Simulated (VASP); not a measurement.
A run of VASP 6.6.1 is set up as follows.

File INCAR:

```
PREC = Accurate
ENCUT = 520
EDIFF = 1E-6
ISMEAR = -1
SIGMA = 0.02
LREAL = False
LASPH = True
NELM = 60
ALGO = Normal
ISIF = 2
LWAVE = False
LCHARG = True
GGA = PE
LELF = True
LVHAR = True
NBANDS = 28
```

KPOINTS

```
regular mesh
0
Gamma
  4 4 4
```

File POSCAR:

```
KSrBr3
1.0
    5.9974266725      0.0000000000      0.0000000000
    0.0000000000      5.9380462104      0.0000000000
    0.0000000000      0.0000000000      5.9380462104
K Sr Br
1 1 3
Direct
    0.0000000000      0.0000000000      0.0000000000
    0.5000000000      0.5000000000      0.5000000000
    0.5000000000      0.5000000000      0.0000000000
    0.5000000000      0.0000000000      0.5000000000
    0.0000000000      0.5000000000      0.5000000000
```

Potentials or basis: VASP PAW PBE potentials, release 64 (K_sv, Sr_sv, Br).

The run is started by

```bash
$ cat potpaw_PBE.64/K_sv/POTCAR potpaw_PBE.64/Sr_sv/POTCAR potpaw_PBE.64/Br/POTCAR > POTCAR
$ mpirun -np 1 vasp_std > vasp.out
```

Problem. Predict the band gap on the k mesh.

Solution. 3.73 eV, indirect (least direct gap 3.98 eV).

Problem. What does it give for the pressure?

Solution. 0.3 GPa.

Stress tensor (GPa, compression positive):
```
0.04 0.00 0.00
0.00 0.40 0.00
0.00 0.00 0.40
```

Caveat: the cell differs from its parent crystal (uniaxial x strain +1.0%). A k mesh can miss the band edges.
